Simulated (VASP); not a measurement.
# HgTe (I-4m2) in VASP: notebook, part 3 of 3

VASP 6.6.1. Earlier steps stand in the parts before.

## Step 5: Relaxation of cell and atoms, PBE

This run uses another cell than the first one, of 28.93 Å³/atom.

Contents of INCAR:

```
PREC     = Accurate       # precision mode
ENCUT    = 600            # plane-wave cutoff, eV
EDIFF    = 1E-6           # SCF threshold, eV
ISMEAR   = -1             # smearing method
SIGMA    = 0.05           # smearing width, eV
LREAL    = False          # projectors in reciprocal space
LASPH    = True           # aspherical terms in the spheres
NELM     = 60             # most SCF steps
ALGO     = Normal         # electronic algorithm
ISIF     = 3              # what is computed and relaxed
LWAVE    = False          # write WAVECAR
LCHARG   = False          # write CHGCAR
GGA      = PE             # functional
IBRION   = 2              # ionic algorithm
NSW      = 60             # ionic steps
EDIFFG   = -0.01          # ionic threshold
```

Contents of KPOINTS:

```
regular mesh
0
Gamma
  10 10 10
```

Contents of POSCAR:

```
HgTe
1.0
   -3.0456030000      3.0456030000      1.5594100000
    3.0456030000     -3.0456030000      1.5594100000
    3.0456030000      3.0456030000     -1.5594100000
Hg Te
1 1
Direct
    0.7500000000      0.2500000000      0.5000000000
    0.0000000000      0.0000000000      0.0000000000
```

Potentials or basis: VASP PAW PBE potentials, release 64 (Hg, Te).

Run with:

```bash
$ cat potpaw_PBE.64/Hg/POTCAR potpaw_PBE.64/Te/POTCAR > POTCAR
$ mpirun -np 1 vasp_std > vasp.out
```

OUTCAR:

```text
PREC = Accurate
   ENCUT = 600
   EDIFF = 1E-6
   ISMEAR = -1
   LREAL = False
   LASPH = True
   NELM = 60
   ISIF = 3
   GGA = PE
   IBRION = 2
   NSW = 60
   EDIFFG = -0.01

 ion  position               nearest neighbor table
   1  0.750  0.250  0.500-   2 3.14   2 3.14   2 3.14   2 3.14
   2  0.000  0.000  0.000-   1 3.14   1 3.14   1 3.14   1 3.14

  LATTYP: Found a body centered tetragonal cell.
 ALAT       =     6.0912060000
 C/A-ratio  =     0.5120201156

  Lattice vectors:

 A1 = (  -3.0456030000,   3.0456030000,   1.5594100000)
 A2 = (   3.0456030000,  -3.0456030000,   1.5594100000)
 A3 = (   3.0456030000,   3.0456030000,  -1.5594100000)

Analysis of symmetry for initial positions (statically):
=====================================================================
 Subroutine PRICEL returns:
 Original cell was already a primitive cell.

 Routine SETGRP: Setting up the symmetry group for a
 body centered tetragonal supercell.

 Subroutine GETGRP returns: Found  8 space group operations
 (whereof  8 operations were pure point group operations)
 out of a pool of 16 trial point group operations.

The static configuration has the point symmetry D_2d.

Analysis of symmetry for dynamics (positions and initial velocities):
=====================================================================
 Subroutine PRICEL returns:
 Original cell was already a primitive cell.

 Routine SETGRP: Setting up the symmetry group for a
 body centered tetragonal supercell.

 Subroutine GETGRP returns: Found  8 space group operations
 (whereof  8 operations were pure point group operations)
 out of a pool of 16 trial point group operations.

The dynamic configuration has the point symmetry D_2d.

 Subroutine INISYM returns: Found  8 space group operations
 (whereof  8 operations are pure point group operations),
 and found     1 'primitive' translations

----------------------------------------------------------------------------------------

                                     Primitive cell

  volume of cell :      57.8585

  direct lattice vectors                    reciprocal lattice vectors
    -3.045603000  3.045603000  1.559410000     0.000000000  0.164171102  0.320634086
     3.045603000 -3.045603000  1.559410000     0.164171102  0.000000000  0.320634086
     3.045603000  3.045603000 -1.559410000     0.164171102  0.164171102  0.000000000

  length of vectors
     4.580737366  4.580737366  4.580737366     0.360219888  0.360219888  0.232172999

  position of ions in fractional coordinates (direct lattice)
     0.750000000  0.250000000  0.500000000
     0.000000000  0.000000000  0.000000000

  ion indices of the primitive-cell ions
   primitive index   ion index
                 1           1
                 2           2

----------------------------------------------------------------------------------------

 KPOINTS: regular mesh

Automatic generation of k-mesh.
 Grid dimensions read from file:
 generate k-points for:   10   10   10
[... 66 lines left out ...]
   EDIFFG = -.1E-01   stopping-criterion for IOM
   NSW    =     60    number of steps for IOM
   IBRION =      2    ionic relax: 0-MD 1-quasi-New 2-CG
   NFREE  =      1    steps in history (QN), initial steepest desc. (CG)
   ISIF   =      3    stress and relaxation
   ISYM   =      2    0-nonsym 1-usesym 2-fastsym
   POTIM  = 0.5000    time-step for ionic-motion
   TEBEG  =    0.0;   TEEND  =   0.0 temperature during run
   PSTRESS=    0.0 pullay stress
   NELECT =      18.0000    total number of electrons
   NUPDOWN=      -1.0000    fix difference up-down
   EMIN   =  10.00;   EMAX   =-10.00  energy-range for DOS
   EFERMI =   0.00;   METHOD = LEGACY
   ISMEAR =    -1;   SIGMA  =   0.05  broadening in eV -4-tet -1-fermi 0-gaus
   EFERMI_NEDOS =   21; number of points for ismear=-14 and -15
   IALGO  =     38    algorithm
   IMIX   =      4    mixing-type and parameters
     AMIX     =   0.40;   BMIX     =  1.00
     AMIX_MAG =   1.60;   BMIX_MAG =  1.00
  volume/ion in A,a.u.               =      28.93       195.22
  Fermi-wavevector in a.u.,A,eV,Ry     =   1.109286  2.096246 16.742166  1.230515
  Thomas-Fermi vector in A             =   2.245823
   LORBIT       =      0    0 simple, 1 ext, 2 COOP (PROOUT), +10 PAW based schemes
   GGA     = PE    functional components
   LHFCALC =     F    Hartree Fock is set to
   AEXX    =    0.0000 exact exchange contribution
   IVDW    =     0    specifies the selected vdW correction
   LEPSILON=     F    determine dielectric tensor
   LRPA    =     F    only Hartree local field effects (RPA)
 conjugate gradient relaxation of ions
 non-spin polarized calculation
  energy-cutoff  :      600.00
  volume of cell :       57.86
 maximum number of plane-waves:      1946
 NGX is ok and might be reduce to    40
   NGX = 19   NGY = 19   NGZ = 19

--------------------------------------- Ionic step        1  -------------------------------------------

 number of electron      17.9999999 magnetization

 Free energy of the ion-electron system (eV)
  ---------------------------------------------------
  ext. energy  EPLUGINS =         0.00000000
  ---------------------------------------------------
  free energy    TOTEN  =        -3.24682614 eV

  energy without entropy =       -3.23679614  energy(sigma->0) =       -3.24181114

------------------------ aborting loop because EDIFF is reached ----------------------------------------

  FORCE on cell =-STRESS in cart. coord.  units (eV):
  Direction    XX          YY          ZZ          XY          YZ          ZX
  --------------------------------------------------------------------------------------
  -------------------------------------------------------------------------------------
  Total       -0.5176552     -0.5176552      1.1061449      0.0000000      0.0000000      0.0000000
  in kB      -14.3345556    -14.3345556     30.6306150      0.0000000      0.0000000      0.0000000
  external PRESSURE =       0.6538346 kB  Pullay stress =       0.0000000 kB
[... 89 lines left out ...]
  FREE ENERGIE OF THE ION-ELECTRON SYSTEM (eV)
  ---------------------------------------------------
  free  energy   TOTEN  =        -3.2945100686 eV

  energy  without entropy=       -3.2883372127  energy(sigma->0) =       -3.29142364

[... ionic steps 4 to 7 ...]

--------------------------------------- Ionic step        8  -------------------------------------------

 number of electron      18.0000001 magnetization

------------------------ aborting loop because EDIFF is reached ----------------------------------------
[... 67 lines left out ...]
--------------------------------------- Ionic step       10  -------------------------------------------

 number of electron      18.0000001 magnetization

 Free energy of the ion-electron system (eV)
  ---------------------------------------------------
  ext. energy  EPLUGINS =         0.00000000
  ---------------------------------------------------
  free energy    TOTEN  =        -3.29557074 eV

  energy without entropy =       -3.28968661  energy(sigma->0) =       -3.29262867

 E-fermi :   4.6255     XC(G=0):  -9.8761

 val. band max:        4.5989924527   @ k =   0.2000   0.0000   0.0000
 cond. band min:       4.6400509317   @ k =   0.4000   0.1000   0.0000
 fundamental gap:      0.0410584789
 Fermi energy:         4.6254768383

 k-point     1 :       0.0000    0.0000    0.0000
  band No.  band energies     occupation
      1      -7.8450      2.00000
      2      -2.6756      2.00000
      3      -2.2709      2.00000
      4      -2.1936      2.00000
      5      -1.8697      2.00000
      6      -1.8697      2.00000
      7       1.5366      2.00000
      8       2.3411      2.00000
      9       2.3411      2.00000
     10       7.1181      0.00000
     11       9.4260      0.00000
     12      12.0640      0.00000
     13      12.0640      0.00000
[... 354 lines left out ...]
  band No.  band energies     occupation
      1      -6.3685      2.00000
      2      -2.4178      2.00000
      3      -2.3119      2.00000
      4      -2.0881      2.00000
      5      -2.0289      2.00000
      6      -1.9531      2.00000
      7      -0.4528      2.00000
      8       1.8858      2.00000
      9       3.5432      2.00000
     10       5.7849      0.00000
     11       7.7515      0.00000
     12       9.9971      0.00000
     13      10.6738      0.00000

 [... further k-points ...]

------------------------ aborting loop because EDIFF is reached ----------------------------------------

  FORCE on cell =-STRESS in cart. coord.  units (eV):
  Direction    XX          YY          ZZ          XY          YZ          ZX
  --------------------------------------------------------------------------------------
  -------------------------------------------------------------------------------------
  Total        0.0012775      0.0012775     -0.0108891      0.0000000     -0.0000000      0.0000000
  in kB        0.0356848      0.0356848     -0.3041789      0.0000000     -0.0000000      0.0000000
  external PRESSURE =      -0.0776031 kB  Pullay stress =       0.0000000 kB
[... 17 lines left out ...]
  FREE ENERGIE OF THE ION-ELECTRON SYSTEM (eV)
  ---------------------------------------------------
  free  energy   TOTEN  =        -3.2955707417 eV

  energy  without entropy=       -3.2896866057  energy(sigma->0) =       -3.29262867

 reached required accuracy - stopping structural energy minimisation
```

It took 8.1 min on 1 thread of Intel Xeon Platinum 8488C (Sapphire Rapids), shared host; peak memory 0.32 GiB.

What came out:

```
Free energy                           : -3.2956 eV
Relaxed volume                        : 28.68 Å³/atom
Relaxed cell                          : a = 4.494 Å, b = 4.494 Å, c = 4.494 Å, α = 97.63°, β = 97.63°, γ = 137.25°
Space group after relaxing (to 0.1 Å) : I-4m2 (No. 119)
Energy gained by relaxing             : 24.4 meV/atom
Ionic steps                           : 10
Pressure after relaxing               : 0.0 GPa
Band gap on the k mesh                : zero (bands 9 and 10 overlap by 3.85 eV)
```

The path:
```tsv
step	energy change (eV)	largest force (eV/Å)	pressure (GPa)	volume (Å³)
1	0.0000	0.0000	0.07	57.86
2	-0.0350	0.0000	-0.33	57.93
3	-0.0477	0.0000	-0.44	57.94
4	-0.0479	0.0000	-0.45	57.94
5	-0.0486	0.0000	0.15	57.14
6	-0.0487	0.0000	0.03	57.36
7	-0.0487	0.0000	-0.05	57.41
8	-0.0487	0.0000	-0.05	57.39
9	-0.0487	0.0000	-0.04	57.37
10	-0.0487	0.0000	-0.01	57.36
```

Final structure:
```
Hg Te
1.0
    -2.95883    2.95883    1.63785
     2.95883   -2.95883    1.63785
     2.95883    2.95883   -1.63785
Hg Te
1 1
Direct
  0.75000 0.25000 0.50000
  0.00000 0.00000 0.00000
```

Caveat: spin-orbit coupling is left out, which moves the levels of the heavy elements.

## Step 6: Summary

| task | level | potentials or basis | cell | cutoff (eV) | gap on the mesh (eV) | pressure (GPa) | relaxed volume (Å³/atom) |
| --- | --- | --- | --- | --- | --- | --- | --- |
| single point | BLYP | VASP PAW PBE potentials, release 64 (Hg, Te) | a = 4.664 Å, angles 97.6, 97.6, 137.2°, 2 atoms | 520 | none | 0.1 | - |
| single point | r2SCAN | VASP PAW PBE potentials, release 64 (Hg, Te) | a = 4.454 Å, angles 97.7, 97.7, 137.1°, 2 atoms | 520 | none | 0.1 | - |
| relaxation of cell and atoms | LDA | VASP PAW LDA potentials, release 64 (Hg, Te) | relaxed from a = 4.581 Å, angles 96.7, 96.7, 140.2°, 2 atoms | 600 | none | 0.0 | 25.95 |
| relaxation of cell and atoms | PBE | VASP PAW PBE potentials, release 64 (Hg, Te) | relaxed from a = 4.581 Å, angles 96.7, 96.7, 140.2°, 2 atoms | 600 | none | 0.0 | 28.68 |

Alike in all rows: no spin polarisation; k mesh 10 × 10 × 10; smearing fermi-dirac 0.05 eV.

Caveats: spin-orbit coupling is left out, which moves the levels of the heavy elements; the PAW data sets were made with another functional, which shifts forces and pressure a little (at least some runs).

Absolute energies hang on the potentials; compare differences alone.

The gap in the log of VASP goes by the Fermi energy; the results here count the filled bands.